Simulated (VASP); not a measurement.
# C (I4_1/amd) in VASP: a series of runs, part 2 of 2

VASP 6.6.1.

## Step 4: Electric field gradients, PBE (zz strain of +2 %)

The input, INCAR:

```
SYSTEM = C
  PREC = Accurate
  ENCUT = 520
  EDIFF = 1E-8
  ISMEAR = -1
  SIGMA = 0.08
  LREAL = .FALSE.
  LASPH = .TRUE.
  NELM = 100
  ALGO = Normal
  ISIF = 2
  LWAVE = .FALSE.
  LCHARG = .FALSE.
  GGA = PE
  LEFG = .TRUE.
  NBANDS = 11
```

The input, KPOINTS:

```
Automatic mesh
0
G
  20 20 20
  0 0 0
```

The input, POSCAR:

```
C
1.0
    0.0000000000      1.7834000000      1.8190680000
    1.7834000000      0.0000000000      1.8190680000
    1.7834000000      1.7834000000      0.0000000000
C
2
Direct
    0.5000000000      0.5000000000      0.5000000000
    0.7500000000      0.7500000000      0.7500000000
```

Potentials or basis: VASP PAW PBE potentials, release 64 (C).

Command:

```bash
> cat potpaw_PBE.64/C/POTCAR > POTCAR
> mpirun -np 1 vasp_std > vasp.out
```

OUTCAR:

```text
SYSTEM = C
   PREC = Accurate
   ENCUT = 520
   EDIFF = 1E-8
   ISMEAR = -1
   LREAL = .FALSE.
   LASPH = .TRUE.
   NELM = 100
   ISIF = 2
   GGA = PE

 ion  position               nearest neighbor table
   1  0.500  0.500  0.500-   2 1.55   2 1.55   2 1.55   2 1.55
   2  0.750  0.750  0.750-   1 1.55   1 1.55   1 1.55   1 1.55

  LATTYP: Found a body centered tetragonal cell.
 ALAT       =     2.5221084671
 C/A-ratio  =     1.4424978336

  Lattice vectors:

 A1 = (  -1.7834000000,   0.0000000000,   1.8190680000)
 A2 = (   1.7834000000,   0.0000000000,   1.8190680000)
 A3 = (   0.0000000000,   1.7834000000,  -1.8190680000)

Analysis of symmetry for initial positions (statically):
=====================================================================
 Subroutine PRICEL returns:
 Original cell was already a primitive cell.

 Routine SETGRP: Setting up the symmetry group for a
 body centered tetragonal supercell.

 Subroutine GETGRP returns: Found 16 space group operations
 (whereof  8 operations were pure point group operations)
 out of a pool of 16 trial point group operations.

The static configuration has the point symmetry D_2d.
 The point group associated with its full space group is D_4h.

Analysis of symmetry for dynamics (positions and initial velocities):
=====================================================================
 Subroutine PRICEL returns:
 Original cell was already a primitive cell.

 Routine SETGRP: Setting up the symmetry group for a
 body centered tetragonal supercell.

 Subroutine GETGRP returns: Found 16 space group operations
 (whereof  8 operations were pure point group operations)
 out of a pool of 16 trial point group operations.

[... 165 lines left out ...]
      9      28.4916      0.00000
     10      35.2002      0.00000
     11      36.0743      0.00000
[... 309 lines left out ...]
 k-point    24 :      -0.3500    0.0500    0.0000
  band No.  band energies     occupation
      1      -8.1232      2.00000
      2      -0.8004      2.00000
      3       6.3271      2.00000
      4       7.3113      2.00000
      5      17.6728      0.00000
      6      17.7346      0.00000
      7      18.2530      0.00000
      8      24.4814      0.00000
      9      30.2531      0.00000
     10      32.1597      0.00000
     11      33.7096      0.00000

 [... further k-points ...]
[... 5 lines left out ...]
  --------------------------------------------------------------------------------------
  -------------------------------------------------------------------------------------
  Total        0.0080021      0.0080021     -1.3203433      0.0000000      0.0000000      0.0000000
  in kB        1.1079977      1.1079977   -182.8188623      0.0000000      0.0000000      0.0000000
  external PRESSURE =     -60.2009556 kB  Pullay stress =       0.0000000 kB

 VOLUME and BASIS-vectors are now :
 -----------------------------------------------------------------------------
  energy-cutoff  :      520.00
  volume of cell :       11.57
      direct lattice vectors                 reciprocal lattice vectors
     0.000000000  1.783400000  1.819068000    -0.280363351  0.280363351  0.274866030
     1.783400000  0.000000000  1.819068000     0.280363351 -0.280363351  0.274866030
     1.783400000  1.783400000  0.000000000     0.280363351  0.280363351 -0.274866030

 POSITION                                       TOTAL-FORCE (eV/Angst)
 -----------------------------------------------------------------------------------
      1.78340      1.78340      1.81907         0.000000      0.000000      0.000000
      2.67510      2.67510      2.72860         0.000000      0.000000     -0.000000
 -----------------------------------------------------------------------------------
    total drift:                                0.000000     -0.000000      0.000000

  FREE ENERGIE OF THE ION-ELECTRON SYSTEM (eV)
  ---------------------------------------------------
  free  energy   TOTEN  =       -18.1742498464 eV

  energy  without entropy=      -18.1742498463  energy(sigma->0) =      -18.17424985

 Electric field gradients (V/A^2)
---------------------------------------------------------------------
 ion       V_xx      V_yy      V_zz      V_xy      V_xz      V_yz
---------------------------------------------------------------------
   1      -0.385    -0.385     0.771    -0.000     0.000     0.000
   2      -0.385    -0.385     0.771    -0.000     0.000     0.000
---------------------------------------------------------------------

 Electric field gradients after diagonalization (V/A^2)
 (convention: |V_zz| > |V_xx| > |V_yy|)
----------------------------------------------------------------------
 ion       V_xx      V_yy      V_zz     asymmetry (V_yy - V_xx)/ V_zz
----------------------------------------------------------------------
   1      -0.385    -0.385     0.771       0.000
   2      -0.385    -0.385     0.771       0.000
----------------------------------------------------------------------

           NMR quadrupolar parameters

 Cq : quadrupolar parameter    Cq=e*Q*V_zz/h
 eta: asymmetry parameters     (V_yy - V_xx)/ V_zz
 Q  : nuclear electric quadrupole moment in mb (millibarn)
----------------------------------------------------------------------
 ion       Cq(MHz)       eta       Q (mb)
----------------------------------------------------------------------
   1       0.002       0.000       1.000
   2       0.002       0.000       1.000
----------------------------------------------------------------------
```

OSZICAR:

```text
N       E                     dE             d eps       ncg     rms          rms(c)
DAV:   1     0.829969095830E+00    0.82997E+00   -0.47575E+03 14776   0.698E+02
DAV:   2    -0.184207857886E+02   -0.19251E+02   -0.18616E+02 18535   0.127E+02
DAV:   3    -0.187740908335E+02   -0.35331E+00   -0.35249E+00 16474   0.131E+01
DAV:   4    -0.187746671111E+02   -0.57628E-03   -0.57626E-03 15192   0.666E-01
DAV:   5    -0.187746677826E+02   -0.67150E-06   -0.67149E-06 16199   0.213E-02    0.541E+00
DAV:   6    -0.183241184945E+02    0.45055E+00   -0.23514E-01 14423   0.340E+00    0.323E+00
DAV:   7    -0.181724246202E+02    0.15169E+00   -0.29002E-01 15207   0.382E+00    0.726E-01
DAV:   8    -0.181741866289E+02   -0.17620E-02   -0.82518E-03 14773   0.675E-01    0.429E-02
DAV:   9    -0.181742292153E+02   -0.42586E-04   -0.61872E-05 17174   0.633E-02    0.242E-02
DAV:  10    -0.181742498323E+02   -0.20617E-04   -0.15816E-05 15067   0.347E-02    0.530E-03
DAV:  11    -0.181742498941E+02   -0.61796E-07   -0.25648E-07 17220   0.453E-03    0.556E-04
DAV:  12    -0.181742498513E+02    0.42747E-07   -0.19251E-08 15161   0.136E-03    0.315E-04
DAV:  13    -0.181742498464E+02    0.49457E-08   -0.91460E-10  8092   0.243E-04
   1 F= -.18174250E+02 E0= -.18174250E+02  d E =-.602419E-10
```

Run time: 31 s. Hardware: 1 thread of Intel Xeon 6975P-C (Granite Rapids), shared host; peak memory 0.17 GiB.

Results:

```yaml
Free_energy: -18.1742 eV
Pressure: -6.0 GPa
Band_gap_on_the_k_mesh: 3.84 eV, indirect (least direct gap 5.36 eV)
```

Levels at points of the mesh, in eV from the valence-band top:
| k point | band 2 | band 3 | band 4 | band 5 | band 6 | band 7 |
| --- | --- | --- | --- | --- | --- | --- |
| (0.00, 0.00, 0.00) | -0.30 | 0.00 | 0.00 | 5.36 | 5.36 | 5.60 |
| (0.50, 0.00, 0.00) | -13.25 | -3.03 | -2.67 | 7.95 | 8.35 | 8.72 |
| (0.50, 0.50, 0.00) | -12.92 | -6.09 | -6.09 | 4.92 | 4.92 | 16.34 |
| (0.50, 0.00, 0.50) | -12.62 | -6.37 | -6.37 | 4.47 | 4.47 | 16.42 |

Electric field gradients, principal values (V/Å²):
| atom | least | middle | greatest (by size) |
| --- | --- | --- | --- |
| 1 C | -0.385 | -0.385 | 0.771 |
| 2 C | -0.385 | -0.385 | 0.771 |

Caveat: the cell differs from its parent crystal (zz strain of +2 %); without QUAD_EFG the Cq values of the log hold for a quadrupole moment of 1 mb, not for the nuclei. A k mesh can miss the band edges.

## Step 5: Electric field gradients, PBE (zz strain of +3 %)

The input, INCAR:

```
SYSTEM = C
PREC = Accurate
ENCUT = 520
EDIFF = 1E-8
ISMEAR = -1
SIGMA = 0.08
LREAL = .FALSE.
LASPH = .TRUE.
NELM = 60
ALGO = Normal
ISIF = 2
LWAVE = .FALSE.
LCHARG = .FALSE.
GGA = PE
LEFG = .TRUE.
NBANDS = 11
```

KPOINTS is that of step 4.

The input, POSCAR:

```
C
1.0
    0.0000000000      1.7834000000      1.8369020000
    1.7834000000      0.0000000000      1.8369020000
    1.7834000000      1.7834000000      0.0000000000
C
2
Direct
    0.5000000000      0.5000000000      0.5000000000
    0.7500000000      0.7500000000      0.7500000000
```

Potentials or basis: VASP PAW PBE potentials, release 64 (C).

Command:

```bash
> cat potpaw_PBE.64/C/POTCAR > POTCAR
> mpirun -np 1 vasp_std > vasp.out
```

OUTCAR:

```text
SYSTEM = C
   PREC = Accurate
   ENCUT = 520
   EDIFF = 1E-8
   ISMEAR = -1
   LREAL = .FALSE.
   LASPH = .TRUE.
   NELM = 60
   ISIF = 2
   GGA = PE

 ion  position               nearest neighbor table
   1  0.500  0.500  0.500-   2 1.56   2 1.56   2 1.56   2 1.56
   2  0.750  0.750  0.750-   1 1.56   1 1.56   1 1.56   1 1.56

  LATTYP: Found a body centered tetragonal cell.
 ALAT       =     2.5221084671
 C/A-ratio  =     1.4566399692

  Lattice vectors:

 A1 = (  -1.7834000000,   0.0000000000,   1.8369020000)
 A2 = (   1.7834000000,   0.0000000000,   1.8369020000)
 A3 = (   0.0000000000,   1.7834000000,  -1.8369020000)

Analysis of symmetry for initial positions (statically):
=====================================================================
 Subroutine PRICEL returns:
 Original cell was already a primitive cell.

 Routine SETGRP: Setting up the symmetry group for a
 body centered tetragonal supercell.

[... 526 lines left out ...]
      direct lattice vectors                 reciprocal lattice vectors
     0.000000000  1.783400000  1.836902000    -0.280363351  0.280363351  0.272197428
     1.783400000  0.000000000  1.836902000     0.280363351 -0.280363351  0.272197428
     1.783400000  1.783400000  0.000000000     0.280363351  0.280363351 -0.272197428

 POSITION                                       TOTAL-FORCE (eV/Angst)
 -----------------------------------------------------------------------------------
      1.78340      1.78340      1.83690        -0.000000     -0.000000     -0.000000
      2.67510      2.67510      2.75535         0.000000      0.000000      0.000000
 -----------------------------------------------------------------------------------
    total drift:                                0.000000     -0.000000      0.000000

  FREE ENERGIE OF THE ION-ELECTRON SYSTEM (eV)
  ---------------------------------------------------
  free  energy   TOTEN  =       -18.1579267160 eV

  energy  without entropy=      -18.1579267159  energy(sigma->0) =      -18.15792672

 Electric field gradients (V/A^2)
---------------------------------------------------------------------
 ion       V_xx      V_yy      V_zz      V_xy      V_xz      V_yz
---------------------------------------------------------------------
   1      -0.579    -0.579     1.159     0.000     0.000     0.000
   2      -0.579    -0.579     1.159     0.000     0.000     0.000
---------------------------------------------------------------------

 Electric field gradients after diagonalization (V/A^2)
 (convention: |V_zz| > |V_xx| > |V_yy|)
----------------------------------------------------------------------
 ion       V_xx      V_yy      V_zz     asymmetry (V_yy - V_xx)/ V_zz
----------------------------------------------------------------------
   1      -0.579    -0.579     1.159       0.000
   2      -0.579    -0.579     1.159       0.000
----------------------------------------------------------------------

           NMR quadrupolar parameters

 Cq : quadrupolar parameter    Cq=e*Q*V_zz/h
 eta: asymmetry parameters     (V_yy - V_xx)/ V_zz
 Q  : nuclear electric quadrupole moment in mb (millibarn)
----------------------------------------------------------------------
 ion       Cq(MHz)       eta       Q (mb)
----------------------------------------------------------------------
   1       0.003       0.000       1.000
   2       0.003       0.000       1.000
----------------------------------------------------------------------
```

stdout:

```text
POSCAR found type information on POSCAR C
 POSCAR found :  1 types and       2 ions
 scaLAPACK will be used
 LDA part: xc-table for (Slater+PW92), standard interpolation
 POSCAR, INCAR and KPOINTS ok, starting setup
 FFT: planning ... GRIDC
 FFT: planning ... GRID_SOFT
 FFT: planning ... GRID
 WAVECAR not read
 entering main loop
ion   1

ion   2
```

Run time: 32 s. Hardware: 1 thread of Intel Xeon 6975P-C (Granite Rapids), shared host; peak memory 0.17 GiB.

Results:

```
Free energy            : -18.1579 eV
Pressure               : -9.9 GPa
Band gap on the k mesh : 3.70 eV, indirect (least direct gap 5.25 eV)
```

Electric field gradients, principal values (V/Å²):
| atom | least | middle | greatest (by size) |
| --- | --- | --- | --- |
| 1 C | -0.579 | -0.579 | 1.159 |
| 2 C | -0.579 | -0.579 | 1.159 |

Caveat: the cell differs from its parent crystal (zz strain of +3 %); without QUAD_EFG the Cq values of the log hold for a quadrupole moment of 1 mb, not for the nuclei. A k mesh can miss the band edges.

## Step 6: Summary

| cell | gap on the mesh (eV) | pressure (GPa) |
| --- | --- | --- |
| a = 2.510, b = 2.510, c = 2.522 Å, angles 59.8, 59.8, 60.3°, 2 atoms | 3.90 | 7.0 |
| a = 2.535, b = 2.535, c = 2.522 Å, angles 60.2, 60.2, 59.7°, 2 atoms | 3.98 | -1.9 |
| a = 2.547, b = 2.547, c = 2.522 Å, angles 60.3, 60.3, 59.3°, 2 atoms | 3.84 | -6.0 |
| a = 2.560, b = 2.560, c = 2.522 Å, angles 60.5, 60.5, 59.0°, 2 atoms | 3.70 | -9.9 |

Alike in all rows: task electric field gradients; level PBE; potentials or basis VASP PAW PBE potentials, release 64 (C); no spin polarisation; k mesh 20 × 20 × 20; cutoff (eV) 520; smearing fermi-dirac 0.08 eV.

Absolute energies hang on the potentials; compare differences alone.
